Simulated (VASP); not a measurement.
# InSb3 (P1) in VASP: settings compared

InSb3 is run at these levels: PBE, LDA; tasks: single point.

Program: VASP 6.6.1. These are calculated values, not measurements. Logs are shortened: lines on timing, memory, paths and dates and some standing lists are left out, and cuts for length are marked.

## Step 1: The cell of the first run

The typed cell holds 4 atoms: a = 5.366 Å, b = 5.366 Å, c = 5.366 Å, α = 60.00°, β = 60.00°, γ = 60.00°.

## Step 2: Single point, PBE (atoms moved at random)

File INCAR:

```
  PREC = Accurate
  ENCUT = 520
  EDIFF = 1E-6
  ISMEAR = -1
  SIGMA = 0.05
  LREAL = False
  LASPH = True
  NELM = 60
  ALGO = Normal
  ISIF = 2
  LWAVE = False
  LCHARG = False
  GGA = PE
  NBANDS = 22
```

File KPOINTS:

```
regular mesh
0
Gamma
  6 6 6
```

File POSCAR:

```
InSb3
1.0
    0.0000000000      3.7945550000      3.7945550000
    3.7945550000      0.0000000000      3.7945550000
    3.7945550000      3.7945550000      0.0000000000
Sb In
3 1
Direct
    0.5054790000      0.5113180000      0.4848070000
    0.7513440000      0.7508040000      0.7319410000
    0.2428190000      0.2631560000      0.2466500000
   -0.0085640000     -0.0051780000      0.0091680000
```

Potentials or basis: VASP PAW PBE potentials, release 64 (Sb, In_d).

Started as:

```bash
$ cat potpaw_PBE.64/Sb/POTCAR potpaw_PBE.64/In_d/POTCAR > POTCAR
$ mpirun -np 1 vasp_std > vasp.out
```

OUTCAR:

```text
PREC = Accurate
   ENCUT = 520
   EDIFF = 1E-6
   ISMEAR = -1
   LREAL = False
   LASPH = True
   NELM = 60
   ISIF = 2
   GGA = PE

 ion  position               nearest neighbor table
   1  0.505  0.511  0.485-   2 3.21   3 3.23   3 3.28   3 3.29   2 3.30   2 3.31   2 3.33   3 3.34
                             4 3.68   4 3.76   4 3.77   4 3.83   4 3.84
   2  0.751  0.751  0.732-   4 3.17   1 3.21   1 3.30   1 3.31   4 3.31   4 3.33   1 3.33   4 3.34
                             3 3.69   3 3.77   3 3.78
   3  0.243  0.263  0.247-   4 3.21   1 3.23   4 3.28   1 3.28   1 3.29   4 3.32   1 3.34   4 3.34
                             2 3.69   2 3.77   2 3.78
   4  0.991  0.995  0.009-   2 3.17   3 3.21   3 3.28   2 3.31   3 3.32   2 3.33   2 3.34   3 3.34
                             1 3.68   1 3.76   1 3.77   1 3.83   1 3.84

  LATTYP: Found a face centered cubic cell.
 ALAT       =     7.5891100000

  Lattice vectors:

 A1 = (   0.0000000000,   3.7945550000,   3.7945550000)
 A2 = (   3.7945550000,   0.0000000000,   3.7945550000)
 A3 = (   3.7945550000,   3.7945550000,   0.0000000000)

Analysis of symmetry for initial positions (statically):
=====================================================================
 Subroutine PRICEL returns:
 Original cell was already a primitive cell.

 Routine SETGRP: Setting up the symmetry group for a
 face centered cubic supercell.

 Subroutine GETGRP returns: Found  1 space group operations
 (whereof  1 operations were pure point group operations)
 out of a pool of 48 trial point group operations.

The static configuration has the point symmetry C_1 .

Analysis of symmetry for dynamics (positions and initial velocities):
=====================================================================
 Subroutine PRICEL returns:
 Original cell was already a primitive cell.

 Routine SETGRP: Setting up the symmetry group for a
 face centered cubic supercell.

 Subroutine GETGRP returns: Found  1 space group operations
 (whereof  1 operations were pure point group operations)
 out of a pool of 48 trial point group operations.

The dynamic configuration has the point symmetry C_1 .

 Subroutine INISYM returns: Found  1 space group operations
 (whereof  1 operations are pure point group operations),
 and found     1 'primitive' translations

----------------------------------------------------------------------------------------

                                     Primitive cell

  volume of cell :     109.2729

  direct lattice vectors                    reciprocal lattice vectors
     0.000000000  3.794555000  3.794555000    -0.131767757  0.131767757  0.131767757
     3.794555000  0.000000000  3.794555000     0.131767757 -0.131767757  0.131767757
     3.794555000  3.794555000  0.000000000     0.131767757  0.131767757 -0.131767757

  length of vectors
     5.366311144  5.366311144  5.366311144     0.228228449  0.228228449  0.228228449

  position of ions in fractional coordinates (direct lattice)
     0.505479000  0.511318000  0.484807000
     0.751344000  0.750804000  0.731941000
     0.242819000  0.263156000  0.246650000
     0.991436000  0.994822000  0.009168000

  ion indices of the primitive-cell ions
   primitive index   ion index
                 1           1
                 2           2
                 3           3
                 4           4

----------------------------------------------------------------------------------------

 KPOINTS: regular mesh

Automatic generation of k-mesh.
 Grid dimensions read from file:
 generate k-points for:    6    6    6

 Generating k-lattice:

  Cartesian coordinates                     Fractional coordinates (reciprocal lattice)
    -0.021961293  0.021961293  0.021961293     0.166666667  0.000000000  0.000000000
     0.021961293 -0.021961293  0.021961293     0.000000000  0.166666667  0.000000000
     0.021961293  0.021961293 -0.021961293     0.000000000  0.000000000  0.166666667

  Length of vectors
     0.038038075  0.038038075  0.038038075

  Shift w.r.t. Gamma in fractional coordinates (k-lattice)
     0.000000000  0.000000000  0.000000000

 Subroutine IBZKPT returns following result:
 ===========================================

 Found    112 irreducible k-points:

 Following reciprocal coordinates:
            Coordinates               Weight
  0.000000  0.000000  0.000000      1.000000
  0.166667  0.000000  0.000000      2.000000
  0.000000  0.166667  0.000000      2.000000
  0.000000  0.000000  0.166667      2.000000
  0.166667  0.166667  0.166667      2.000000
  0.333333  0.000000  0.000000      2.000000
[... 16 lines left out ...]
  0.166667 -0.166667 -0.166667      2.000000
  0.333333  0.333333  0.166667      2.000000
 [... further k-points ...]
   k-points           NKPTS =    112   k-points in BZ     NKDIM =    112   number of bands    NBANDS=     22
   number of dos      NEDOS =    301   number of ions     NIONS =      4
   total plane-waves  NPLWV =  64000
   dimension x,y,z NGX =    40 NGY =   40 NGZ =   40
   dimension x,y,z NGXF=    80 NGYF=   80 NGZF=   80
   ions per type =               3   1
   NGX,Y,Z   is equivalent  to a cutoff of  12.39, 12.39, 12.39 a.u.
   NGXF,Y,Z  is equivalent  to a cutoff of  24.78, 24.78, 24.78 a.u.
 SYSTEM =  unknown system
   PREC   = accura    normal or accurate (medium, high low for compatibility)
   ISTART =      0    job   : 0-new  1-cont  2-samecut
   ICHARG =      2    charge: 1-file 2-atom 10-const
   ISPIN  =      1    spin polarized calculation?
   LNONCOLLINEAR =      F non collinear calculations
   LSORBIT =      F    spin-orbit coupling
   LASPH  =      T    aspherical Exc in radial PAW
   ENCUT  =  520.0 eV  38.22 Ry    6.18 a.u.   9.98  9.98  9.98*2*pi/ulx,y,z
   NELM   =     60;   NELMIN=  2; NELMDL= -5     # of ELM steps
   EDIFF  = 0.1E-05   stopping-criterion for ELM
   LREAL  =      F    real-space projection
   EDIFFG = 0.1E-04   stopping-criterion for IOM
   NSW    =      0    number of steps for IOM
   IBRION =     -1    ionic relax: 0-MD 1-quasi-New 2-CG
   NFREE  =      0    steps in history (QN), initial steepest desc. (CG)
   ISIF   =      2    stress and relaxation
   ISYM   =      2    0-nonsym 1-usesym 2-fastsym
   POTIM  = 0.5000    time-step for ionic-motion
   TEBEG  =    0.0;   TEEND  =   0.0 temperature during run
   PSTRESS=    0.0 pullay stress
   NELECT =      28.0000    total number of electrons
   NUPDOWN=      -1.0000    fix difference up-down
   EMIN   =  10.00;   EMAX   =-10.00  energy-range for DOS
   EFERMI =   0.00;   METHOD = LEGACY
   ISMEAR =    -1;   SIGMA  =   0.05  broadening in eV -4-tet -1-fermi 0-gaus
   EFERMI_NEDOS =   21; number of points for ismear=-14 and -15
   IALGO  =     38    algorithm
   IMIX   =      4    mixing-type and parameters
     AMIX     =   0.40;   BMIX     =  1.00
     AMIX_MAG =   1.60;   BMIX_MAG =  1.00
  volume/ion in A,a.u.               =      27.32       184.35
  Fermi-wavevector in a.u.,A,eV,Ry     =   1.039816  1.964968 14.710866  1.081218
  Thomas-Fermi vector in A             =   2.174364
   LORBIT       =      0    0 simple, 1 ext, 2 COOP (PROOUT), +10 PAW based schemes
   GGA     = PE    functional components
   LHFCALC =     F    Hartree Fock is set to
   AEXX    =    0.0000 exact exchange contribution
   IVDW    =     0    specifies the selected vdW correction
   LEPSILON=     F    determine dielectric tensor
   LRPA    =     F    only Hartree local field effects (RPA)
 non-spin polarized calculation
  energy-cutoff  :      520.00
  volume of cell :      109.27
 maximum number of plane-waves:      2956
   NGX = 19   NGY = 19   NGZ = 19

 number of electron      28.0000002 magnetization

 Free energy of the ion-electron system (eV)
  ---------------------------------------------------
  ext. energy  EPLUGINS =         0.00000000
  ---------------------------------------------------
  free energy    TOTEN  =       -14.23024767 eV

  energy without entropy =      -14.20095509  energy(sigma->0) =      -14.21560138

 E-fermi :   8.0854     XC(G=0): -10.1347

 val. band max:        8.0778814212   @ k =   0.0000   0.3333   0.1667
 cond. band min:       8.0964472475   @ k =   0.0000   0.1667   0.1667
 fundamental gap:      0.0185658264
 Fermi energy:         8.0853542617

 k-point     1 :       0.0000    0.0000    0.0000
  band No.  band energies     occupation
      1      -6.6149      2.00000
      2      -6.6140      2.00000
      3      -6.6138      2.00000
      4      -6.5837      2.00000
      5      -6.5830      2.00000
      6      -4.2617      2.00000
[... 14 lines left out ...]
     21      14.6371      0.00000
     22      14.7035      0.00000

 k-point     2 :       0.1667    0.0000    0.0000
  band No.  band energies     occupation
      1      -6.6179      2.00000
      2      -6.6130      2.00000
      3      -6.6121      2.00000
      4      -6.5842      2.00000
      5      -6.5835      2.00000
      6      -4.0553      2.00000
[... 14 lines left out ...]
     21      13.0728      0.00000
     22      14.1595      0.00000

 k-point     3 :       0.0000    0.1667    0.0000
  band No.  band energies     occupation
      1      -6.6172      2.00000
      2      -6.6132      2.00000
      3      -6.6124      2.00000
      4      -6.5841      2.00000
      5      -6.5833      2.00000
      6      -4.0601      2.00000
[... 14 lines left out ...]
     21      13.1352      0.00000
     22      14.1465      0.00000

 k-point     4 :       0.0000    0.0000    0.1667
  band No.  band energies     occupation
      1      -6.6178      2.00000
      2      -6.6125      2.00000
      3      -6.6124      2.00000
      4      -6.5841      2.00000
      5      -6.5832      2.00000
      6      -4.0608      2.00000
[... 14 lines left out ...]
     21      13.1465      0.00000
     22      14.1498      0.00000

 k-point     5 :       0.1667    0.1667    0.1667
  band No.  band energies     occupation
      1      -6.6180      2.00000
      2      -6.6129      2.00000
      3      -6.6123      2.00000
      4      -6.5843      2.00000
      5      -6.5836      2.00000
      6      -4.0534      2.00000
[... 14 lines left out ...]
     21      13.0439      0.00000
     22      14.1999      0.00000

 k-point     6 :       0.3333    0.0000    0.0000
  band No.  band energies     occupation
      1      -6.6253      2.00000
      2      -6.6103      2.00000
      3      -6.6093      2.00000
      4      -6.5851      2.00000
      5      -6.5841      2.00000
      6      -3.4524      2.00000
[... 14 lines left out ...]
     21      12.5645      0.00000
     22      14.1508      0.00000

 k-point     7 :       0.0000    0.3333    0.0000
  band No.  band energies     occupation
      1      -6.6242      2.00000
      2      -6.6108      2.00000
      3      -6.6098      2.00000
      4      -6.5847      2.00000
      5      -6.5834      2.00000
      6      -3.4783      2.00000
[... 324 lines left out ...]
      6      -3.5336      2.00000
[... 14 lines left out ...]
     21      12.8096      0.00000
     22      13.4724      0.00000

 k-point    21 :       0.3333    0.1667    0.3333
  band No.  band energies     occupation
      1      -6.6247      2.00000
      2      -6.6105      2.00000
      3      -6.6085      2.00000
      4      -6.5875      2.00000
      5      -6.5832      2.00000
      6      -3.5090      2.00000
[... 14 lines left out ...]
     21      12.8297      0.00000
     22      13.5644      0.00000

 k-point    22 :       0.1667    0.3333    0.0000
  band No.  band energies     occupation
      1      -6.6246      2.00000
      2      -6.6099      2.00000
      3      -6.6089      2.00000
      4      -6.5879      2.00000
      5      -6.5819      2.00000
      6      -3.5300      2.00000
[... 14 lines left out ...]
     21      12.8069      0.00000
     22      13.5021      0.00000

 k-point    23 :       0.1667   -0.1667   -0.1667
  band No.  band energies     occupation
      1      -6.6255      2.00000
      2      -6.6096      2.00000
      3      -6.6082      2.00000
      4      -6.5878      2.00000
      5      -6.5826      2.00000
      6      -3.5191      2.00000
[... 14 lines left out ...]
     21      12.7950      0.00000
     22      13.4803      0.00000

 k-point    24 :       0.3333    0.3333    0.1667
  band No.  band energies     occupation
      1      -6.6243      2.00000
      2      -6.6113      2.00000
      3      -6.6081      2.00000
      4      -6.5881      2.00000
      5      -6.5826      2.00000
      6      -3.5088      2.00000
[... 14 lines left out ...]
     21      12.8305      0.00000
     22      13.5774      0.00000

 [... further k-points ...]

------------------------ aborting loop because EDIFF is reached ----------------------------------------

  FORCE on cell =-STRESS in cart. coord.  units (eV):
  Direction    XX          YY          ZZ          XY          YZ          ZX
  --------------------------------------------------------------------------------------
  -------------------------------------------------------------------------------------
  Total       -0.0533091     -0.1529616     -0.1052749      0.0427462      0.1797085      0.0359284
  in kB       -0.7816270     -2.2427473     -1.5435583      0.6267523      2.6349159      0.5267876
  external PRESSURE =      -1.5226442 kB  Pullay stress =       0.0000000 kB

 VOLUME and BASIS-vectors are now :
 -----------------------------------------------------------------------------
  energy-cutoff  :      520.00
  volume of cell :      109.27
      direct lattice vectors                 reciprocal lattice vectors
     0.000000000  3.794555000  3.794555000    -0.131767757  0.131767757  0.131767757
     3.794555000  0.000000000  3.794555000     0.131767757 -0.131767757  0.131767757
     3.794555000  3.794555000  0.000000000     0.131767757  0.131767757 -0.131767757

 POSITION                                       TOTAL-FORCE (eV/Angst)
 -----------------------------------------------------------------------------------
      3.77985      3.75769      3.85829         0.024320      0.029471     -0.097187
      5.62636      5.62841      5.69998         0.119292      0.067559     -0.027121
      1.93449      1.85732      1.91995        -0.086410      0.005757     -0.055486
      3.80970      3.79685      7.53697        -0.057202     -0.102786      0.179793
 -----------------------------------------------------------------------------------
    total drift:                               -0.000256      0.000099     -0.000048

  FREE ENERGIE OF THE ION-ELECTRON SYSTEM (eV)
  ---------------------------------------------------
  free  energy   TOTEN  =       -14.2302476738 eV

  energy  without entropy=      -14.2009550937  energy(sigma->0) =      -14.21560138
```

Run time: 5.7 min. Hardware: 1 thread of Intel Xeon 8259CL, shared host; peak memory 0.42 GiB.

What came out:

```yaml
Free_energy: -14.2302 eV
Pressure: -0.2 GPa
Largest_force: 0.215 eV/Å
Band_gap_on_the_k_mesh: zero (bands 14 and 15 overlap by 3.28 eV)
```

Forces on the atoms (eV/Å):
```
Sb   0.024  0.029 -0.097
Sb   0.119  0.068 -0.027
Sb  -0.086  0.006 -0.055
In  -0.057 -0.103  0.180
```

Stress tensor (GPa, compression positive):
```
-0.08  0.06  0.05
 0.06 -0.22  0.26
 0.05  0.26 -0.15
```

Levels at points of the mesh, in eV from the Fermi level:
```csv
k point,band 12,band 13,band 14,band 15,band 16,band 17
"(0.00, 0.00, 0.00)",-2.54,-2.47,-2.40,-2.31,-0.96,-0.79
"(0.50, 0.00, 0.00)",-2.80,-2.52,-0.33,-0.24,1.71,1.83
"(0.00, 0.50, 0.00)",-2.85,-2.59,-0.37,-0.14,1.81,1.94
"(0.00, 0.00, 0.50)",-2.86,-2.62,-0.38,-0.13,1.83,1.94
"(0.50, 0.50, 0.50)",-2.73,-2.53,-0.33,-0.27,1.69,1.77
"(0.50, 0.50, 0.00)",0.23,0.79,0.82,1.15,1.49,1.69
"(0.00, 0.50, 0.50)",0.23,0.79,0.82,1.11,1.62,1.64
"(0.50, 0.00, 0.50)",0.23,0.78,0.81,1.15,1.51,1.70
```

Caveat: the cell differs from its parent crystal (atoms moved at random); spin-orbit coupling is left out, which moves the levels of the heavy elements.

## Step 3: Single point, LDA

File INCAR:

```
PREC = Accurate ; ENCUT = 520
EDIFF = 1E-7 ; ISMEAR = 0
SIGMA = 0.05 ; LREAL = False
LASPH = True ; NELM = 80
ALGO = Normal ; ISIF = 2
LWAVE = False ; LCHARG = False
NBANDS = 22
```

File KPOINTS:

```
Automatic mesh
0
Gamma
  6 6 6
```

POSCAR is that of step 2.

Potentials or basis: VASP PAW LDA potentials, release 64 (Sb, In_d).

Started as:

```bash
$ cat potpaw_LDA.64/Sb/POTCAR potpaw_LDA.64/In_d/POTCAR > POTCAR
$ mpirun -np 1 vasp_std > vasp.out
```

It took 2.8 min on 1 thread of Intel Xeon Platinum 8259CL at 2.50GHz (Skylake/Cascade Lake), shared host; peak memory 0.38 GiB.

The run converged. Its results:

```
Free energy            : -16.9159 eV
Pressure               : -4.2 GPa
Largest force          : 0.159 eV/Å
Band gap on the k mesh : zero (bands 14 and 15 overlap by 3.26 eV)
```

Forces on the atoms (eV/Å):
```
Sb   0.023  0.036 -0.061
Sb   0.080  0.048 -0.017
Sb  -0.061 -0.012 -0.057
In  -0.042 -0.072  0.135
```

Stress tensor (GPa, compression positive):
```
-4.08  0.05  0.05
 0.05 -4.24  0.33
 0.05  0.33 -4.21
```

Levels at points of the mesh, in eV from the Fermi level:
```csv
k point,band 11,band 12,band 13,band 14,band 15,band 16,band 17,band 18
"(0.00, 0.00, 0.00)",-2.61,-2.53,-2.48,-2.38,-2.30,-0.97,-0.80,-0.60
"(0.50, 0.00, 0.00)",-3.38,-2.78,-2.50,-0.36,-0.29,1.70,1.82,2.87
"(0.00, 0.50, 0.00)",-3.37,-2.83,-2.57,-0.41,-0.20,1.80,1.93,2.82
"(0.00, 0.00, 0.50)",-3.38,-2.84,-2.59,-0.41,-0.19,1.82,1.94,2.83
"(0.50, 0.50, 0.50)",-3.43,-2.71,-2.52,-0.37,-0.31,1.68,1.76,2.91
"(0.50, 0.50, 0.00)",-5.12,0.19,0.78,0.81,1.09,1.46,1.66,1.81
"(0.00, 0.50, 0.50)",-5.08,0.19,0.78,0.81,1.05,1.59,1.62,1.75
"(0.50, 0.00, 0.50)",-5.11,0.19,0.77,0.80,1.09,1.48,1.67,1.80
```

Caveat: the cell stands under tension; spin-orbit coupling is left out, which moves the levels of the heavy elements.

## Step 4: Single point, LDA

File INCAR:

```
  PREC = Accurate
  ENCUT = 520
  EDIFF = 1E-6
  ISMEAR = 0
  SIGMA = 0.05
  LREAL = False
  LASPH = True
  NELM = 80
  ALGO = Normal
  ISIF = 2
  LWAVE = False
  LCHARG = True
  GGA = CA
  LELF = True
  LVHAR = True
  NBANDS = 22
```

File KPOINTS:

```
Automatic mesh
0
Gamma
  7 7 7
```

POSCAR is that of step 3.

Started as:

```bash
$ cat potpaw_LDA.64/Sb/POTCAR potpaw_LDA.64/In_d/POTCAR > POTCAR
$ mpirun -np 1 vasp_std > vasp.out
```

Wall time 3.8 min (1 thread of Intel Xeon Platinum 8259CL at 2.50GHz (Skylake/Cascade Lake), shared host); peak memory 0.48 GiB.

It converged, with:

```yaml
Free_energy: -16.9376 eV
Pressure: -3.5 GPa
Largest_force: 0.180 eV/Å
Band_gap_on_the_k_mesh: zero (bands 14 and 15 overlap by 2.84 eV)
```

Forces in eV/Å, atoms in the order of the input:
```
Sb   0.014  0.013 -0.080
Sb   0.033  0.044 -0.047
Sb   0.001  0.035 -0.020
In  -0.048 -0.092  0.147
```

Stress tensor (GPa, compression positive):
```
-3.52  0.04 -0.01
 0.04 -3.48  0.13
-0.01  0.13 -3.43
```

Levels at points of the mesh, in eV from the Fermi level:
```tsv
k point	band 11	band 12	band 13	band 14	band 15	band 16	band 17	band 18
(0.00, 0.00, 0.00)	-2.34	-2.29	-2.23	-2.11	-2.02	-0.72	-0.55	-0.35
```

Caveat: the cell stands under tension; spin-orbit coupling is left out, which moves the levels of the heavy elements.

## Step 5: Overview

| level | potentials or basis | k mesh | smearing | gap on the mesh (eV) | pressure (GPa) | largest force (eV/Å) |
| --- | --- | --- | --- | --- | --- | --- |
| PBE | VASP PAW PBE potentials, release 64 (Sb, In_d) | 6 × 6 × 6 | fermi-dirac 0.05 eV | none | -0.2 | 0.21 |
| LDA | VASP PAW LDA potentials, release 64 (Sb, In_d) | 6 × 6 × 6 | gaussian 0.05 eV | none | -4.2 | 0.16 |
| LDA | VASP PAW LDA potentials, release 64 (Sb, In_d) | 7 × 7 × 7 | gaussian 0.05 eV | none | -3.5 | 0.18 |

Alike in all rows: task single point; no spin polarisation; cell as given; cutoff (eV) 520.

Caveats: spin-orbit coupling is left out, which moves the levels of the heavy elements; the cell stands under tension (at least some runs).

Total energies depend on the potentials used, so only differences within one code and one set of settings carry meaning.
